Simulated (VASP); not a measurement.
The system is KI.

```
K I
1.0
     0.00000    3.54244    3.54244
     3.54244    0.00000    3.54244
     3.54244    3.54244    0.00000
K I
1 1
Cartesian
  0.0000 0.0000 0.0000
  3.5424 3.5424 3.5424
```

| Item | Value |
| --- | --- |
| Program | VASP 6.6.1 |
| Task | relaxation of cell and atoms |
| Functional | PBE |
| Potentials or basis | VASP PAW PBE potentials, release 64 (K_sv, I) |
| Cutoff | 500 eV |
| k mesh | 6 × 6 × 6 |
| Occupations | gaussian, width 0.02 eV |
| Spin | no spin polarisation |

At the start: pressure 0.5 GPa; volume 44.45 Å³/atom.

Q: How do energy, volume and symmetry change on relaxing?

A: Over 4 steps the energy falls by 2.9 meV/atom and the volume is 46.41 Å³/atom (+4.4 %); space group Fm-3m (No. 225, to 0.1 Å) before and after.

Step by step:
```csv
step,energy change (eV),largest force (eV/Å),pressure (GPa),volume (Å³)
1,0.0000,0.0000,0.50,88.91
2,-0.0042,0.0000,0.26,90.72
3,-0.0058,0.0000,-0.04,93.15
4,-0.0059,0.0000,0.00,92.82
```

Final structure:
```
K I
1.0
     0.00000    3.59371    3.59371
     3.59371    0.00000    3.59371
     3.59371    3.59371    0.00000
K I
1 1
Cartesian
  0.0000 0.0000 0.0000
  3.5937 3.5937 3.5937
```
